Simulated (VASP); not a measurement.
# SiC (P-6m2) in VASP: a series of runs

The runs below take SiC through single point, relaxation of cell and atoms, with PBE.

All numbers are computed with VASP 6.6.1; they aren't measurements. Logs are shortened: lines on timing, memory, paths and dates and some standing lists are left out, and cuts for length are marked.

**1. The cell of the first run**

The structure is hexagonal, space group P-6m2 (No. 187). The conventional cell has a = 2.104 Å, b = 2.104 Å, c = 7.303 Å, α = 90.00°, β = 90.00°, γ = 120.00°. Within 1.6 Å of Si (site symmetry -6m2) lie 3 C at 1.21 Å. Within 1.6 Å of C (site symmetry -6m2) lie 3 Si at 1.21 Å.

**2. Single point, PBE**

Input file INCAR:

```
SYSTEM = SiC
ALGO = Normal ; EDIFF = 1E-6
ENCUT = 520 ; GGA = PE
ISIF = 2 ; ISMEAR = 0
LASPH = .TRUE. ; LCHARG = .TRUE.
LELF = .TRUE. ; LREAL = .FALSE.
LVHAR = .TRUE. ; LWAVE = .FALSE.
NBANDS = 11 ; NELM = 100
PREC = Accurate ; SIGMA = 0.1
```

Input file KPOINTS:

```
k-points
0
G
  12 12 4
  0 0 0
```

Input file POSCAR:

```
SiC
1.0
    2.1044403100      0.0000000000      0.0000000000
   -1.0522201500      1.8224987700      0.0000000000
    0.0000000000      0.0000000000      7.3031734000
Si C
1 1
Direct
    0.3333333300      0.6666666700      0.0000000000
    0.6666666700      0.3333333300      0.0000000000
```

Potentials or basis: VASP PAW PBE potentials, release 64 (Si, C).

Run with:

```
> cat potpaw_PBE.64/Si/POTCAR potpaw_PBE.64/C/POTCAR > POTCAR
> mpirun -np 1 vasp_std > vasp.out
```

OUTCAR:

```text
SYSTEM = SiC
   EDIFF = 1E-6
   ENCUT = 520
   GGA = PE
   ISIF = 2
   ISMEAR = 0
   LASPH = .TRUE.
   LREAL = .FALSE.
   NELM = 100
   PREC = Accurate

 ion  position               nearest neighbor table
   1  0.333  0.667  0.000-   2 1.21   2 1.21   2 1.21   2 2.43   2 2.43   2 2.43
   2  0.667  0.333  0.000-   1 1.21   1 1.21   1 1.21   1 2.43   1 2.43   1 2.43

 -----------------------------------------------------------------------------
|                                                                             |
|           W    W    AA    RRRRR   N    N  II  N    N   GGGG   !!!           |
|           W    W   A  A   R    R  NN   N  II  NN   N  G    G  !!!           |
|           W    W  A    A  R    R  N N  N  II  N N  N  G       !!!           |
|           W WW W  AAAAAA  RRRRR   N  N N  II  N  N N  G  GGG   !            |
|           WW  WW  A    A  R   R   N   NN  II  N   NN  G    G                |
|           W    W  A    A  R    R  N    N  II  N    N   GGGG   !!!           |
|                                                                             |
|     The distance between some ions is very small. Please check the          |
|     nearest-neighbor list in the OUTCAR file.                               |
|     I HOPE YOU KNOW WHAT YOU ARE DOING!                                     |
|                                                                             |
 -----------------------------------------------------------------------------

  LATTYP: Found a hexagonal cell.
 ALAT       =     2.1044403100
 C/A-ratio  =     3.4703637662

  Lattice vectors:

 A1 = (   2.1044403100,   0.0000000000,   0.0000000000)
 A2 = (  -1.0522201500,   1.8224987700,   0.0000000000)
 A3 = (   0.0000000000,   0.0000000000,   7.3031734000)

Analysis of symmetry for initial positions (statically):
=====================================================================
 Subroutine PRICEL returns:
 Original cell was already a primitive cell.

 Routine SETGRP: Setting up the symmetry group for a
 hexagonal supercell.

 Subroutine GETGRP returns: Found 12 space group operations
 (whereof 12 operations were pure point group operations)
 out of a pool of 24 trial point group operations.

The static configuration has the point symmetry D_3h.

Analysis of symmetry for dynamics (positions and initial velocities):
=====================================================================
 Subroutine PRICEL returns:
 Original cell was already a primitive cell.

 Routine SETGRP: Setting up the symmetry group for a
 hexagonal supercell.

 Subroutine GETGRP returns: Found 12 space group operations
 (whereof 12 operations were pure point group operations)
 out of a pool of 24 trial point group operations.

The dynamic configuration has the point symmetry D_3h.

 Subroutine INISYM returns: Found 12 space group operations
 (whereof 12 operations are pure point group operations),
 and found     1 'primitive' translations

----------------------------------------------------------------------------------------

                                     Primitive cell

  volume of cell :      28.0102

  direct lattice vectors                    reciprocal lattice vectors
     2.104440310  0.000000000  0.000000000     0.475185728  0.274348606  0.000000000
    -1.052220150  1.822498770  0.000000000     0.000000000  0.548697215  0.000000000
     0.000000000  0.000000000  7.303173400     0.000000000  0.000000000  0.136926778

  length of vectors
     2.104440310  2.104440308  7.303173400     0.548697215  0.548697215  0.136926778

  position of ions in fractional coordinates (direct lattice)
     0.333333330  0.666666670  0.000000000
     0.666666670  0.333333330  0.000000000

  ion indices of the primitive-cell ions
   primitive index   ion index
                 1           1
                 2           2

----------------------------------------------------------------------------------------

 KPOINTS: k-points

Automatic generation of k-mesh.
 Grid dimensions read from file:
 generate k-points for:   12   12    4

 Generating k-lattice:

  Cartesian coordinates                     Fractional coordinates (reciprocal lattice)
     0.039598811  0.022862384  0.000000000     0.083333333  0.000000000  0.000000000
     0.000000000  0.045724768  0.000000000     0.000000000  0.083333333  0.000000000
     0.000000000  0.000000000  0.034231694     0.000000000  0.000000000  0.250000000

  Length of vectors
     0.045724768  0.045724768  0.034231694

  Shift w.r.t. Gamma in fractional coordinates (k-lattice)
     0.000000000  0.000000000  0.000000000

 Subroutine IBZKPT returns following result:
 ===========================================

 Found     57 irreducible k-points:

 Following reciprocal coordinates:
            Coordinates               Weight
  0.000000  0.000000  0.000000      1.000000
  0.083333  0.000000  0.000000      6.000000
  0.166667  0.000000  0.000000      6.000000
  0.250000  0.000000  0.000000      6.000000
  0.333333  0.000000  0.000000      6.000000
  0.416667  0.000000  0.000000      6.000000
[... 16 lines left out ...]
  0.250000  0.000000  0.250000     12.000000
  0.333333  0.000000  0.250000     12.000000
 [... further k-points ...]
   k-points           NKPTS =     57   k-points in BZ     NKDIM =     57   number of bands    NBANDS=     11
   number of dos      NEDOS =    301   number of ions     NIONS =      2
   total plane-waves  NPLWV =  13824
   dimension x,y,z NGX =    16 NGY =   16 NGZ =   54
   dimension x,y,z NGXF=    32 NGYF=   32 NGZF=  108
   ions per type =               1   1
   NGX,Y,Z   is equivalent  to a cutoff of  12.64, 12.64, 12.29 a.u.
   NGXF,Y,Z  is equivalent  to a cutoff of  25.28, 25.28, 24.58 a.u.
 SYSTEM =  SiC
   PREC   = accura    normal or accurate (medium, high low for compatibility)
   ISTART =      0    job   : 0-new  1-cont  2-samecut
   ICHARG =      2    charge: 1-file 2-atom 10-const
   ISPIN  =      1    spin polarized calculation?
   LNONCOLLINEAR =      F non collinear calculations
   LSORBIT =      F    spin-orbit coupling
   LASPH  =      T    aspherical Exc in radial PAW
   ENCUT  =  520.0 eV  38.22 Ry    6.18 a.u.   3.91  3.91 13.58*2*pi/ulx,y,z
   NELM   =    100;   NELMIN=  2; NELMDL= -5     # of ELM steps
   EDIFF  = 0.1E-05   stopping-criterion for ELM
   LREAL  =      F    real-space projection
   EDIFFG = 0.1E-04   stopping-criterion for IOM
   NSW    =      0    number of steps for IOM
   IBRION =     -1    ionic relax: 0-MD 1-quasi-New 2-CG
   NFREE  =      0    steps in history (QN), initial steepest desc. (CG)
   ISIF   =      2    stress and relaxation
   ISYM   =      2    0-nonsym 1-usesym 2-fastsym
   POTIM  = 0.5000    time-step for ionic-motion
   TEBEG  =    0.0;   TEEND  =   0.0 temperature during run
   PSTRESS=    0.0 pullay stress
   NELECT =       8.0000    total number of electrons
   NUPDOWN=      -1.0000    fix difference up-down
   EMIN   =  10.00;   EMAX   =-10.00  energy-range for DOS
   EFERMI =   0.00;   METHOD = LEGACY
   ISMEAR =     0;   SIGMA  =   0.10  broadening in eV -4-tet -1-fermi 0-gaus
   EFERMI_NEDOS =   21; number of points for ismear=-14 and -15
   IALGO  =     38    algorithm
   IMIX   =      4    mixing-type and parameters
     AMIX     =   0.40;   BMIX     =  1.00
     AMIX_MAG =   1.60;   BMIX_MAG =  1.00
  volume/ion in A,a.u.               =      14.01        94.51
  Fermi-wavevector in a.u.,A,eV,Ry     =   1.078118  2.037348 15.814577  1.162339
  Thomas-Fermi vector in A             =   2.214048
   LORBIT       =      0    0 simple, 1 ext, 2 COOP (PROOUT), +10 PAW based schemes
   GGA     = PE    functional components
   LHFCALC =     F    Hartree Fock is set to
   AEXX    =    0.0000 exact exchange contribution
   IVDW    =     0    specifies the selected vdW correction
   LEPSILON=     F    determine dielectric tensor
   LRPA    =     F    only Hartree local field effects (RPA)
 non-spin polarized calculation
 Gauss-broadening in eV      SIGMA  =   0.10
  energy-cutoff  :      520.00
  volume of cell :       28.01
 maximum number of plane-waves:       772
 NGX is ok and might be reduce to    16
   NGX =  7   NGY =  7   NGZ = 27

 number of electron       7.9999999 magnetization

 Free energy of the ion-electron system (eV)
  ---------------------------------------------------
  ext. energy  EPLUGINS =         0.00000000
  ---------------------------------------------------
  free energy    TOTEN  =        19.10740667 eV

  energy without entropy =       19.10859316  energy(sigma->0) =       19.10799991

 E-fermi :   4.9399     XC(G=0):  -6.7925

 val. band max:        4.8467941874   @ k =   0.0000   0.0000   0.5000
 cond. band min:       5.0058168415   @ k =   0.0000   0.0000   0.2500
 fundamental gap:      0.1590226541
 Fermi energy:         4.9398681531

 k-point     1 :       0.0000    0.0000    0.0000
  band No.  band energies     occupation
      1     -14.7836      2.00000
      2      -5.2749      2.00000
      3       4.7135      1.99863
      4       4.8468      1.81195
      5       4.8468      1.81195
      6       8.8550      0.00000
      7       9.8240      0.00000
      8      20.0561      0.00000
      9      21.5142      0.00000
     10      26.9755      0.00000
     11      26.9755      0.00000

 k-point     2 :       0.0833    0.0000    0.0000
  band No.  band energies     occupation
      1     -14.5336      2.00000
      2      -5.0287      2.00000
      3       4.3372      2.00000
      4       4.8157      1.92080
      5       5.0462      0.13253
      6       9.1306      0.00000
      7      10.1172      0.00000
      8      20.1047      0.00000
      9      21.6484      0.00000
     10      25.7903      0.00000
     11      27.4102      0.00000
[... 295 lines left out ...]
 k-point    24 :       0.3333    0.0000    0.2500
  band No.  band energies     occupation
      1     -10.9409      2.00000
      2      -1.5315      2.00000
      3      -1.3263      2.00000
      4       4.5251      2.00000
      5       9.7087      0.00000
      6      11.2737      0.00000
      7      13.6797      0.00000
      8      16.7868      0.00000
      9      19.7785      0.00000
     10      22.7740      0.00000
     11      24.8971      0.00000

 [... further k-points ...]

------------------------ aborting loop because EDIFF is reached ----------------------------------------

  FORCE on cell =-STRESS in cart. coord.  units (eV):
  Direction    XX          YY          ZZ          XY          YZ          ZX
  --------------------------------------------------------------------------------------
  -------------------------------------------------------------------------------------
  Total      108.2383339    108.2383340     -0.0216096      0.0000003      0.0000000     -0.0000000
  in kB     6191.2196610   6191.2196663     -1.2360641      0.0000170      0.0000000     -0.0000000
  external PRESSURE =    4127.0677544 kB  Pullay stress =       0.0000000 kB

 VOLUME and BASIS-vectors are now :
 -----------------------------------------------------------------------------
  energy-cutoff  :      520.00
  volume of cell :       28.01
      direct lattice vectors                 reciprocal lattice vectors
     2.104440310  0.000000000  0.000000000     0.475185728  0.274348606  0.000000000
    -1.052220150  1.822498770  0.000000000     0.000000000  0.548697215  0.000000000
     0.000000000  0.000000000  7.303173400     0.000000000  0.000000000  0.136926778

 POSITION                                       TOTAL-FORCE (eV/Angst)
 -----------------------------------------------------------------------------------
     -0.00000      1.21500      0.00000        -0.000000      0.000000      0.000000
      1.05222      0.60750      0.00000         0.000000      0.000000      0.000000
 -----------------------------------------------------------------------------------
    total drift:                               -0.000008      0.000005     -0.000000

  FREE ENERGIE OF THE ION-ELECTRON SYSTEM (eV)
  ---------------------------------------------------
  free  energy   TOTEN  =        19.1074066659 eV

  energy  without entropy=       19.1085931586  energy(sigma->0) =       19.10799991
```

Run time: 9.2 s. Hardware: 1 thread of AMD EPYC 9R45 (Zen 5), shared host; peak memory 0.1 GiB.

Results:

| Item | Value |
| --- | --- |
| Free energy | 19.1074 eV |
| Pressure | 412.7 GPa |
| Band gap on the k mesh | zero (filled and empty bands touch) |

Stress tensor (GPa, compression positive):
```
619.12   0.00   0.00
  0.00 619.12   0.00
  0.00   0.00  -0.12
```

(Part 1 of 2 ends here.)
